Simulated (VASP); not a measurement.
Crystal: As.

```
As
1.0
     3.65000    0.00000    0.00000
     0.00000    0.00000   -4.47000
    -1.82500    5.50000    0.00000
As
4
Direct
  0.89000 0.94000 0.78000
  0.39000 0.56000 0.78000
  0.11000 0.06000 0.22000
  0.61000 0.44000 0.22000
```

Base run:

```yaml
Program: VASP 6.6.1
Functional: PBE
Potentials_or_basis: VASP PAW PBE potentials, release 64 (As)
Cutoff: 520 eV
k_mesh: 10 × 8 × 10
Occupations: gaussian, width 0.05 eV
Spin: no spin polarisation
```

Its results: pressure 3.3 GPa; largest force 0.165 eV/Å.

Q: The run is repeated on the same cell with these changes: functional from PBE to r2SCAN. What comes out?

A: Pressure 1.5 GPa; largest force 0.354 eV/Å.

Caveats: the cell stands under pressure (at least some runs); this functional lacks dispersion, which binds the layers, so the pressure and a relaxed spacing across them are unreliable (at least some runs); the PAW data sets were made with another functional, which shifts forces and pressure a little (at least some runs).
